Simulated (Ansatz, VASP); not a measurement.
# One calculation of ZnCu, two programs

POSCAR

```
ZnCu
1.0
    2.9759309515      0.0000000000      0.0000000000
    0.0000000000      2.9759309515      0.0000000000
    0.0000000000      0.0000000000      2.9759309515
Zn Cu
1 1
Direct
    0.5000000000      0.5000000000      0.5000000000
    0.0000000000      0.0000000000      0.0000000000
```

Contents of INCAR.step1:

```
SYSTEM = ZnCu
  PREC = Accurate
  ENCUT = 520
  ISMEAR = 0
  SIGMA = 0.1
  LREAL = .FALSE.
  LASPH = .TRUE.
  NELM = 60
  NBANDS = 18
  GGA = PE
  ALGO = Normal
  EDIFF = 1E-4
  LWAVE = .TRUE.
  LCHARG = .FALSE.
```

Contents of INCAR.step2:

```
SYSTEM = ZnCu
  PREC = Accurate
  ENCUT = 520
  EDIFF = 1E-6
  ISMEAR = 0
  SIGMA = 0.1
  LREAL = .FALSE.
  LASPH = .TRUE.
  NELM = 60
  ALGO = Normal
  ISIF = 2
  LWAVE = .FALSE.
  LCHARG = .TRUE.
  METAGGA = R2SCAN
  LMIXTAU = .TRUE.
  LELF = .TRUE.
  LVHAR = .TRUE.
  NBANDS = 18
  ISTART = 1
```

File KPOINTS:

```
Automatic mesh
0
G
  14 14 14
  0 0 0
```

Input for Ansatz:

```yaml
crystal:
  lattice:
    - [2.9759309515, 0.0, 0.0]
    - [0.0, 2.9759309515, 0.0]
    - [0.0, 0.0, 2.9759309515]
  atoms:
    - { symbol: Zn, position: [0.5, 0.5, 0.5] }
    - { symbol: Cu, position: [0.0, 0.0, 0.0] }
basis:
  ecutwfc: 500
kpoints:
  mp_grid: { grid: [14, 14, 14] }
hamiltonian:
  xc: r2scan
scf:
  occupations: { method: gaussian, width: 0.1 }
output:
  forces: true
  stress: true
  eigenvalues: true
```

Alike in both runs: task single point; functional r2SCAN; k mesh 14 × 14 × 14; occupations gaussian, width 0.1 eV; no spin polarisation.

|  | VASP | Ansatz |
| --- | --- | --- |
| version | VASP 6.6.1 | Ansatz 0.2.0 |
| potentials or method | VASP PAW PBE potentials, release 64 (Zn, Cu), cutoff 520 eV | scalar-relativistic, plane waves, PAW |
| valence electrons in the cell | 23 | 31 |

|  | VASP | Ansatz | Ansatz less VASP |
| --- | --- | --- | --- |
| gap on the k mesh at the Fermi level (eV) | none | none | - |
| pressure (GPa) | -6.1 | -6.8 | -0.73 |

VASP's potentials were made for PBE, not for r2SCAN. A gap of «none» marks a metal or a gap that the smearing closes. VASP's potentials hold 23 valence electrons a cell and Ansatz's 31, so a difference there can come from the potentials and not from the codes.
